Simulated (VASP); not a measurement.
# Ge3Pd: single point with PBEsol+U

The system is Ge3Pd.

```
CELL_PARAMETERS angstrom
4.14202 0.00000 0.00000
0.00000 4.14202 0.00000
0.00000 0.00000 4.14202
ATOMIC_POSITIONS crystal
Pd 0.00000 0.00000 0.00000
Ge 0.50000 0.50000 0.00000
Ge 0.50000 0.00000 0.50000
Ge 0.00000 0.50000 0.50000
```

```json
{"Program": "VASP 6.6.1", "Task": "single point", "Functional": "PBEsol", "Potentials or basis": "VASP PAW PBE potentials, release 64 (Pd_sv_GW, Ge_d)", "Cutoff": "540 eV", "k mesh": "7 × 7 × 7", "Occupations": "fermi-dirac, width 0.05 eV", "Spin": "no spin polarisation", "Hubbard terms": "Pd d U = 3.0 eV", "Dipole correction": "no", "Second run": "valence_matched", "Further INCAR settings": "ALGO = Normal; EDIFF = 1e-06; NBANDS = 38"}
```

```json
{"Pressure": "-5.1 GPa", "Band gap on the k mesh": "zero (band 30 reaches 7.20 eV, above the bottom of band 31 at 5.55 eV)"}
```

Levels at points of the mesh, in eV from the Fermi level:
| k point | band 26 | band 27 | band 28 | band 29 | band 30 | band 31 | band 32 | band 33 | band 34 | band 35 |
| --- | --- | --- | --- | --- | --- | --- | --- | --- | --- | --- |
| (0.00, 0.00, 0.00) | -2.78 | -2.78 | -2.78 | -1.69 | -1.69 | 0.93 | 3.01 | 3.01 | 3.01 | 5.65 |

Eigenvalues of the final occupation matrices:
```
    site  spin  trace               eigenvalues
site 1 d     1   3.83  0.76 0.76 0.76 0.77 0.77
site 1 d     2   3.83  0.76 0.76 0.76 0.77 0.77
```

It took 47 s on 1 thread of Intel(R) Xeon(R) Platinum 8375C CPU @ 2.90GHz (Ice Lake) (shared host), peak memory 0.21 GiB.

Caveat: the PAW data sets were made with another functional, which shifts forces and pressure a little; U without spin polarisation on a metal has little footing; the U is typed as a test and isn't derived for this compound.
